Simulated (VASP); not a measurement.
# Al8H in VASP: further runs

The runs below take Al8H through single point, with PBE.

Everything below comes from runs of VASP 6.6.1. Logs are shortened: lines on timing, memory, paths and dates and some standing lists are left out, and cuts for length are marked.

## Step 1: The cell of the first run

The cell holds a slab with vacuum, 18 atoms: a = 5.714 Å, b = 8.080 Å, c = 22.243 Å, α = 90.00°, β = 90.00°, γ = 90.00°.

## Step 2: Single point, PBE

Input file INCAR:

```
ALGO = Normal
DIPOL = 0.5 0.5 0.295
EDIFF = 1E-7
ENCUT = 520
GGA = PE
IDIPOL = 3
ISIF = 2
ISMEAR = 0
LASPH = T
LCHARG = T
LDIPOL = T
LELF = T
LREAL = Auto
LVACPOTAV = T
LVHAR = T
LWAVE = F
NBANDS = 40
NELM = 80
PREC = Accurate
SIGMA = 0.1
```

Input file KPOINTS:

```
k-points
0
Gamma
  5 4 1
```

Input file POSCAR:

```
Al8H
1.0
    5.7135165837      0.0000000000      0.0000000000
    0.0000000000      8.0801326415      0.0000000000
    0.0000000000      0.0000000000     22.2432786975
Al H
16 2
Direct
    0.2500000000      0.2500000000      0.1798296040
    0.2500000000      0.7500000000      0.1798296040
    0.7500000000      0.2500000000      0.1798296040
    0.7500000000      0.7500000000      0.1798296040
    0.0000000000      0.0000000000      0.2440458181
    0.0000000000      0.5000000000      0.2440458181
    0.5000000000      0.0000000000      0.2440458181
    0.5000000000      0.5000000000      0.2440458181
    0.2500000000      0.2500000000      0.3102598702
    0.2500000000      0.7500000000      0.3102598702
    0.7500000000      0.2500000000      0.3102598702
    0.7500000000      0.7500000000      0.3102598702
    0.0000000000      0.0000000000      0.3705963860
    0.0000000000      0.5000000000      0.3705963860
    0.5000000000      0.0000000000      0.3705963860
    0.5000000000      0.5000000000      0.3705963860
    0.2500000000      0.2035898708      0.4483726897
    0.2500000000      0.2964101292      0.4483726897
```

Potentials or basis: VASP PAW PBE potentials, release 64 (Al, H).

Run with:

```bash
> cat potpaw_PBE.64/Al/POTCAR potpaw_PBE.64/H/POTCAR > POTCAR
> mpirun -np 1 vasp_std > vasp.out
```

OUTCAR:

```text
EDIFF = 1E-7
   ENCUT = 520
   GGA = PE
   ISIF = 2
   ISMEAR = 0
   LASPH = T
   LREAL = Auto
   NELM = 80
   PREC = Accurate

 ion  position               nearest neighbor table
   1  0.250  0.250  0.180-   3 2.86   3 2.86   6 2.86   7 2.86   8 2.86   5 2.86   9 2.90
   2  0.250  0.750  0.180-   4 2.86   4 2.86   6 2.86   7 2.86   8 2.86   5 2.86  10 2.90
   3  0.750  0.250  0.180-   1 2.86   1 2.86   6 2.86   7 2.86   8 2.86   5 2.86  11 2.90
   4  0.750  0.750  0.180-   2 2.86   2 2.86   6 2.86   7 2.86   8 2.86   5 2.86  12 2.90
   5  0.000  0.000  0.244-  13 2.81   7 2.86   7 2.86   4 2.86   1 2.86   2 2.86   3 2.86  11 2.88
                            12 2.88   9 2.88  10 2.88
   6  0.000  0.500  0.244-  14 2.81   8 2.86   8 2.86   4 2.86   1 2.86   2 2.86   3 2.86  11 2.88
                            12 2.88   9 2.88  10 2.88
   7  0.500  0.000  0.244-  15 2.81   5 2.86   5 2.86   4 2.86   1 2.86   2 2.86   3 2.86  11 2.88
                            12 2.88   9 2.88  10 2.88
   8  0.500  0.500  0.244-  16 2.81   6 2.86   6 2.86   4 2.86   1 2.86   2 2.86   3 2.86  11 2.88
                            12 2.88   9 2.88  10 2.88
   9  0.250  0.250  0.310-  13 2.81  14 2.81  15 2.81  16 2.81  11 2.86  11 2.86   7 2.88   8 2.88
                             5 2.88   6 2.88   1 2.90
  10  0.250  0.750  0.310-  13 2.81  14 2.81  15 2.81  16 2.81  12 2.86  12 2.86   7 2.88   8 2.88
                             5 2.88   6 2.88   2 2.90
  11  0.750  0.250  0.310-  13 2.81  14 2.81  15 2.81  16 2.81   9 2.86   9 2.86   7 2.88   8 2.88
                             5 2.88   6 2.88   3 2.90
  12  0.750  0.750  0.310-  13 2.81  14 2.81  15 2.81  16 2.81  10 2.86  10 2.86   7 2.88   8 2.88
                             5 2.88   6 2.88   4 2.90
  13  0.000  0.000  0.371-   9 2.81  10 2.81  11 2.81  12 2.81   5 2.81  15 2.86  15 2.86
  14  0.000  0.500  0.371-   9 2.81  10 2.81  11 2.81  12 2.81   6 2.81  16 2.86  16 2.86
  15  0.500  0.000  0.371-   9 2.81  10 2.81  11 2.81  12 2.81   7 2.81  13 2.86  13 2.86
  16  0.500  0.500  0.371-   9 2.81  10 2.81  11 2.81  12 2.81   8 2.81  14 2.86  14 2.86
  17  0.250  0.204  0.448-  18 0.75
  18  0.250  0.296  0.448-  17 0.75

  LATTYP: Found a simple orthorhombic cell.
 ALAT       =     5.7135165837
 B/A-ratio  =     1.4142135624
 C/A-ratio  =     3.8930977747

  Lattice vectors:

 A1 = (   5.7135165837,   0.0000000000,   0.0000000000)
 A2 = (   0.0000000000,   8.0801326415,   0.0000000000)
 A3 = (   0.0000000000,   0.0000000000,  22.2432786975)

Analysis of symmetry for initial positions (statically):
=====================================================================
 Subroutine PRICEL returns:
 Original cell was already a primitive cell.

 Routine SETGRP: Setting up the symmetry group for a
 simple orthorhombic supercell.

 Subroutine GETGRP returns: Found  4 space group operations
 (whereof  1 operations were pure point group operations)
 out of a pool of  8 trial point group operations.

The static configuration has the point symmetry C_1 .
 The point group associated with its full space group is C_2v.

Analysis of symmetry for dynamics (positions and initial velocities):
=====================================================================
 Subroutine PRICEL returns:
 Original cell was already a primitive cell.

 Routine SETGRP: Setting up the symmetry group for a
 simple orthorhombic supercell.

 Subroutine GETGRP returns: Found  4 space group operations
 (whereof  1 operations were pure point group operations)
 out of a pool of  8 trial point group operations.

The dynamic configuration has the point symmetry C_1 .
 The point group associated with its full space group is C_2v.

 Subroutine INISYM returns: Found  4 space group operations
 (whereof  1 operations are pure point group operations),
 and found     1 'primitive' translations

----------------------------------------------------------------------------------------

                                     Primitive cell

  volume of cell :    1026.8826

  direct lattice vectors                    reciprocal lattice vectors
     5.713516584  0.000000000  0.000000000     0.175023558  0.000000000  0.000000000
     0.000000000  8.080132642  0.000000000     0.000000000  0.123760345  0.000000000
     0.000000000  0.000000000 22.243278697     0.000000000  0.000000000  0.044957401

  length of vectors
     5.713516584  8.080132642 22.243278697     0.175023558  0.123760345  0.044957401

  position of ions in fractional coordinates (direct lattice)
     0.250000000  0.250000000  0.179829604
     0.250000000  0.750000000  0.179829604
     0.750000000  0.250000000  0.179829604
     0.750000000  0.750000000  0.179829604
     0.000000000  0.000000000  0.244045818
     0.000000000  0.500000000  0.244045818
[... 10 lines left out ...]
     0.250000000  0.203589871  0.448372690
     0.250000000  0.296410129  0.448372690

  ion indices of the primitive-cell ions
   primitive index   ion index
                 1           1
                 2           2
                 3           3
                 4           4
                 5           5
                 6           6
[... 10 lines left out ...]
                17          17
                18          18

----------------------------------------------------------------------------------------

 KPOINTS: k-points

Automatic generation of k-mesh.
 Grid dimensions read from file:
 generate k-points for:    5    4    1

 Generating k-lattice:

  Cartesian coordinates                     Fractional coordinates (reciprocal lattice)
     0.035004712  0.000000000  0.000000000     0.200000000  0.000000000  0.000000000
     0.000000000  0.030940086  0.000000000     0.000000000  0.250000000  0.000000000
     0.000000000  0.000000000  0.044957401     0.000000000  0.000000000  1.000000000

  Length of vectors
     0.035004712  0.030940086  0.044957401

  Shift w.r.t. Gamma in fractional coordinates (k-lattice)
     0.000000000  0.000000000  0.000000000

 Subroutine IBZKPT returns following result:
 ===========================================

 Found      9 irreducible k-points:

 Following reciprocal coordinates:
            Coordinates               Weight
  0.000000  0.000000  0.000000      1.000000
  0.200000  0.000000  0.000000      2.000000
  0.400000  0.000000  0.000000      2.000000
  0.000000  0.250000  0.000000      2.000000
  0.200000  0.250000  0.000000      4.000000
  0.400000  0.250000  0.000000      4.000000
  0.000000  0.500000  0.000000      1.000000
  0.200000  0.500000  0.000000      2.000000
  0.400000  0.500000  0.000000      2.000000
   k-points           NKPTS =      9   k-points in BZ     NKDIM =      9   number of bands    NBANDS=     40
   number of dos      NEDOS =    301   number of ions     NIONS =     18
   total plane-waves  NPLWV = 423360
   dimension x,y,z NGX =    42 NGY =   60 NGZ =  168
   dimension x,y,z NGXF=    84 NGYF=  120 NGZF=  336
   ions per type =              16   2
   NGX,Y,Z   is equivalent  to a cutoff of  12.22, 12.34, 12.56 a.u.
   NGXF,Y,Z  is equivalent  to a cutoff of  24.44, 24.69, 25.11 a.u.
 SYSTEM =  unknown system
   PREC   = accura    normal or accurate (medium, high low for compatibility)
   ISTART =      0    job   : 0-new  1-cont  2-samecut
   ICHARG =      2    charge: 1-file 2-atom 10-const
   ISPIN  =      1    spin polarized calculation?
   LNONCOLLINEAR =      F non collinear calculations
   LSORBIT =      F    spin-orbit coupling
   LASPH  =      T    aspherical Exc in radial PAW
   ENCUT  =  520.0 eV  38.22 Ry    6.18 a.u.  10.62 15.02 41.36*2*pi/ulx,y,z
   NELM   =     80;   NELMIN=  2; NELMDL= -5     # of ELM steps
   EDIFF  = 0.1E-06   stopping-criterion for ELM
   LREAL  =      T    real-space projection
   EDIFFG = 0.1E-05   stopping-criterion for IOM
   NSW    =      0    number of steps for IOM
   IBRION =     -1    ionic relax: 0-MD 1-quasi-New 2-CG
   NFREE  =      0    steps in history (QN), initial steepest desc. (CG)
   ISIF   =      2    stress and relaxation
   ISYM   =      2    0-nonsym 1-usesym 2-fastsym
   POTIM  = 0.5000    time-step for ionic-motion
   TEBEG  =    0.0;   TEEND  =   0.0 temperature during run
   PSTRESS=    0.0 pullay stress
   NELECT =      50.0000    total number of electrons
   NUPDOWN=      -1.0000    fix difference up-down
   EMIN   =  10.00;   EMAX   =-10.00  energy-range for DOS
   EFERMI =   0.00;   METHOD = LEGACY
   ISMEAR =     0;   SIGMA  =   0.10  broadening in eV -4-tet -1-fermi 0-gaus
   EFERMI_NEDOS =   21; number of points for ismear=-14 and -15
   IALGO  =     38    algorithm
   IMIX   =      4    mixing-type and parameters
     AMIX     =   0.40;   BMIX     =  1.00
     AMIX_MAG =   1.60;   BMIX_MAG =  1.00
  volume/ion in A,a.u.               =      57.05       384.99
  Fermi-wavevector in a.u.,A,eV,Ry     =   0.597803  1.129683  4.862288  0.357368
  Thomas-Fermi vector in A             =   1.648667
   LORBIT       =      0    0 simple, 1 ext, 2 COOP (PROOUT), +10 PAW based schemes
   GGA     = PE    functional components
   LHFCALC =     F    Hartree Fock is set to
   AEXX    =    0.0000 exact exchange contribution
   IVDW    =     0    specifies the selected vdW correction
   LEPSILON=     F    determine dielectric tensor
   LRPA    =     F    only Hartree local field effects (RPA)
 non-spin polarized calculation
 Gauss-broadening in eV      SIGMA  =   0.10
  energy-cutoff  :      520.00
  volume of cell :     1026.88
 maximum number of plane-waves:     27706
   NGX = 21   NGY = 31   NGZ = 83

 dipolmoment           0.000000      0.000000      0.080512 electrons x Angstroem

 number of electron      50.0000000 magnetization

 dipolmoment           0.000000      0.000000     -0.009421 electrons x Angstroem

 Free energy of the ion-electron system (eV)
  ---------------------------------------------------
  ext. energy  EPLUGINS =         0.00000000
  ---------------------------------------------------
  free energy    TOTEN  =       -61.21762589 eV

  energy without entropy =      -61.18148082  energy(sigma->0) =      -61.19955335

 E-fermi :  -0.8731     XC(G=0):  -3.6260

 val. band max:       -0.8844793504   @ k =   0.0000   0.2500   0.0000
 cond. band min:      -0.8243974699   @ k =   0.2000   0.2500   0.0000
 fundamental gap:      0.0600818805
 Fermi energy:        -0.8731338319

 k-point     1 :       0.0000    0.0000    0.0000
  band No.  band energies     occupation
      1     -11.1211      2.00000
      2      -8.9364      2.00000
      3      -8.9193      2.00000
      4      -8.7911      2.00000
      5      -7.7740      2.00000
      6      -6.6977      2.00000
[... 29 lines left out ...]
     36       1.1605      0.00000
     37       1.2161      0.00000

 k-point     2 :       0.2000    0.0000    0.0000
  band No.  band energies     occupation
      1     -10.9409      2.00000
      2      -8.7656      2.00000
      3      -8.7587      2.00000
      4      -8.6237      2.00000
      5      -8.2705      2.00000
      6      -7.6980      2.00000
[... 29 lines left out ...]
     36       1.4800      0.00000
     37       1.7165      0.00000
[... 238 lines left out ...]
     36       1.3073      0.00000
     37       1.4751      0.00000

 k-point     9 :       0.4000    0.5000    0.0000
  band No.  band energies     occupation
      1      -9.8634      2.00000
      2      -9.8293      2.00000
      3      -8.9871      2.00000
      4      -8.9372      2.00000
      5      -8.1229      2.00000
      6      -7.4375      2.00000
[... 29 lines left out ...]
     36       1.7449      0.00000
     37       1.9897      0.00000
 [bands above 37 left out]

------------------------ aborting loop because EDIFF is reached ----------------------------------------

  FORCE on cell =-STRESS in cart. coord.  units (eV):
  Direction    XX          YY          ZZ          XY          YZ          ZX
  --------------------------------------------------------------------------------------
  -------------------------------------------------------------------------------------
  Total      -11.9013492     -2.8422810      0.2052258      0.0000000      0.0000000      0.0000000
  in kB      -18.5688921     -4.4346240      0.3202003      0.0000000      0.0000000      0.0000000
  external PRESSURE =      -7.5611053 kB  Pullay stress =       0.0000000 kB

 VOLUME and BASIS-vectors are now :
 -----------------------------------------------------------------------------
  energy-cutoff  :      520.00
  volume of cell :     1026.88
      direct lattice vectors                 reciprocal lattice vectors
     5.713516584  0.000000000  0.000000000     0.175023558  0.000000000  0.000000000
     0.000000000  8.080132642  0.000000000     0.000000000  0.123760345  0.000000000
     0.000000000  0.000000000 22.243278697     0.000000000  0.000000000  0.044957401

 POSITION                                       TOTAL-FORCE (eV/Angst)
 -----------------------------------------------------------------------------------
      1.42838      2.02003      4.00000        -0.000000      0.000000      0.224313
      1.42838      6.06010      4.00000        -0.000000      0.000000      0.190929
      4.28514      2.02003      4.00000        -0.000000      0.000000      0.177596
      4.28514      6.06010      4.00000        -0.000000      0.000000      0.179518
      0.00000      0.00000      5.42838        -0.004716     -0.015971     -0.216426
      0.00000      4.04007      5.42838        -0.004716      0.015971     -0.216426
[... 10 lines left out ...]
      1.42838      1.64503      9.97328        -0.000000     -0.368934      0.242320
      1.42838      2.39503      9.97328        -0.000000      0.368934      0.242320
 -----------------------------------------------------------------------------------
    total drift:                               -0.000000     -0.000000     -0.013740

  FREE ENERGIE OF THE ION-ELECTRON SYSTEM (eV)
  ---------------------------------------------------
  free  energy   TOTEN  =       -61.2176258884 eV

  energy  without entropy=      -61.1814808175  energy(sigma->0) =      -61.19955335

 vacuum level on the upper side and lower side of the slab         3.191         3.228
```

Run time: 24 min. Hardware: 1 thread of Intel Xeon Platinum 8375C at 2.90GHz (Ice Lake), shared host; peak memory 0.88 GiB.

Results:

```
Free energy            : -61.2176 eV
Largest force          : 0.441 eV/Å
Band gap on the k mesh : zero (bands 25 and 26 overlap by 0.48 eV)
```

Forces in eV/Å, atoms in the order of the input:
```
Al   0.000  0.000  0.224
Al   0.000  0.000  0.191
Al   0.000  0.000  0.178
Al   0.000  0.000  0.180
Al  -0.005 -0.016 -0.216
Al  -0.005  0.016 -0.216
Al   0.005 -0.016 -0.216
Al   0.005  0.016 -0.216
Al   0.000  0.000 -0.148
Al   0.000  0.000 -0.024
Al   0.000  0.000  0.001
Al   0.000  0.000 -0.018
Al  -0.052 -0.091 -0.050
Al  -0.052  0.091 -0.050
Al   0.052 -0.091 -0.050
Al   0.052  0.091 -0.050
H    0.000 -0.369  0.242
H    0.000  0.369  0.242
```

Levels at points of the mesh, in eV from the Fermi level:
```csv
k point,band 22,band 23,band 24,band 25,band 26,band 27,band 28,band 29
"(0.00, 0.00, 0.00)",-1.32,-0.80,-0.76,-0.52,-0.18,-0.11,0.19,1.13
"(0.00, 0.50, 0.00)",-0.94,-0.94,-0.88,-0.86,0.19,0.20,0.24,0.26
```

## Step 3: Single point, PBE

Input file INCAR:

```
PREC = Accurate ; ENCUT = 520
EDIFF = 1E-7 ; ISMEAR = 0
SIGMA = 0.1 ; LREAL = Auto
LASPH = T ; NELM = 100
ALGO = Normal ; ISIF = 2
LWAVE = F ; LCHARG = F
LDIPOL = T ; IDIPOL = 3
DIPOL = 0.5 0.5 0.300 ; GGA = PE
NBANDS = 40
```

Input file KPOINTS:

```
regular mesh
0
Gamma
  5 4 1
```

POSCAR: that of step 2 with these lines changed.

```diff
@@ -24,3 +24,3 @@
     0.5000000000      0.5000000000      0.3705963860
-    0.2500000000      0.2035898708      0.4483726897
-    0.2500000000      0.2964101292      0.4483726897
+    0.2500000000      0.2035898708      0.4874856286
+    0.2500000000      0.2964101292      0.4874856286
```

Potentials or basis: VASP PAW PBE potentials, release 64 (Al, H).

Run with:

```bash
> cat potpaw_PBE.64/Al/POTCAR potpaw_PBE.64/H/POTCAR > POTCAR
> mpirun -np 1 vasp_std > vasp.out
```

Wall time 28 min (1 thread of Intel Xeon Platinum 8375C at 2.90GHz (Ice Lake), shared host); peak memory 0.88 GiB.

The run converged. Its results:

```
Free energy            : -61.4361 eV
Largest force          : 0.216 eV/Å
Band gap on the k mesh : zero (bands 25 and 26 overlap by 0.49 eV)
```

Forces in eV/Å, atoms in the order of the input:
```
Al   0.000  0.000  0.216
Al   0.000  0.000  0.211
Al   0.000  0.000  0.197
Al   0.000  0.000  0.207
Al  -0.002 -0.004 -0.206
Al  -0.002  0.004 -0.206
Al   0.002 -0.004 -0.206
Al   0.002  0.004 -0.206
Al   0.000  0.000 -0.018
Al   0.000  0.000 -0.019
Al   0.000  0.000 -0.019
Al   0.000  0.000 -0.015
Al  -0.012 -0.019 -0.009
Al  -0.012  0.019 -0.009
Al   0.012 -0.019 -0.009
Al   0.012  0.019 -0.009
H    0.000 -0.068  0.050
H    0.000  0.068  0.050
```

Levels at points of the mesh, in eV from the Fermi level:
```csv
k point,band 23,band 24,band 25,band 26,band 27,band 28
"(0.00, 0.00, 0.00)",-0.82,-0.76,-0.55,-0.15,-0.14,0.21
"(0.00, 0.50, 0.00)",-0.95,-0.88,-0.88,0.23,0.24,0.24
```

(Part 1 of 2 ends here.)

The gap in the log of VASP goes by the Fermi energy; the results here count the filled bands.